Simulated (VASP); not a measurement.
Crystal: NaH.

```
Na H
1.0
     2.99069   -1.71320    0.00000
     2.99069    1.71320    0.00000
    -1.96821    0.00000    2.83505
Na H
1 1
Cartesian
  5.6212 0.0000 0.0053
  2.3668 0.0000 1.4122
```

* Program: VASP 6.6.1
* Task: relaxation of cell and atoms
* Functional: PBE
* Potentials or basis: VASP PAW PBE potentials, release 64 (Na_pv, H)
* Cutoff: 500 eV
* k mesh: 6 × 6 × 6
* Occupations: gaussian, width 0.1 eV
* Spin: no spin polarisation

At the start: pressure 3.0 GPa; volume 14.53 Å³/atom.

Question: How do energy, volume and symmetry change on relaxing?

Answer: Over 17 steps the energy falls by 108.4 meV/atom and the volume is 14.20 Å³/atom (-2.3 %); space group Cm (No. 8, to 0.1 Å) before, Fm-3m (No. 225, to 0.1 Å).

Step by step:
| step | energy change (eV) | largest force (eV/Å) | pressure (GPa) | volume (Å³) |
| --- | --- | --- | --- | --- |
| 1 | 0.0000 | 0.7911 | 2.95 | 29.05 |
| 2 | -0.0803 | 0.3995 | 1.01 | 30.18 |
| 3 | -0.1055 | 0.2627 | -0.06 | 31.06 |
| 4 | -0.1002 | 0.2467 | -1.40 | 32.85 |
| 5 | -0.1099 | 0.2352 | -0.80 | 31.88 |
| 6 | -0.1102 | 0.2361 | -0.67 | 31.71 |
| 7 | -0.1192 | 0.2351 | -0.65 | 31.43 |
| 8 | -0.1444 | 0.2213 | -0.57 | 30.61 |
| 9 | -0.1784 | 0.1415 | -0.09 | 28.99 |
| 10 | -0.1100 | 0.2949 | 3.10 | 25.87 |
| 11 | -0.1807 | 0.1140 | 0.25 | 28.45 |
| 12 | -0.1949 | 0.0813 | 0.26 | 28.27 |
| 13 | -0.2058 | 0.1064 | 0.44 | 27.91 |
| 14 | -0.2111 | 0.0864 | 0.02 | 28.29 |
| 15 | -0.2139 | 0.0522 | -0.62 | 28.98 |
| 16 | -0.2140 | 0.0580 | -0.55 | 28.87 |
| 17 | -0.2168 | 0.0353 | -0.21 | 28.39 |

Final structure:
```cif
data_structure
_symmetry_space_group_name_H-M 'P 1'
_symmetry_Int_Tables_number 1
_cell_length_a 3.4275
_cell_length_b 3.4275
_cell_length_c 3.4432
_cell_angle_alpha 120.390
_cell_angle_beta 120.390
_cell_angle_gamma 59.805
_cell_volume 28.39
loop_
_atom_site_label
_atom_site_type_symbol
_atom_site_fract_x
_atom_site_fract_y
_atom_site_fract_z
_atom_site_occupancy
Na1 Na 0.99672 0.99672 0.99302 1
H1 H 0.50328 0.50328 0.50698 1
```
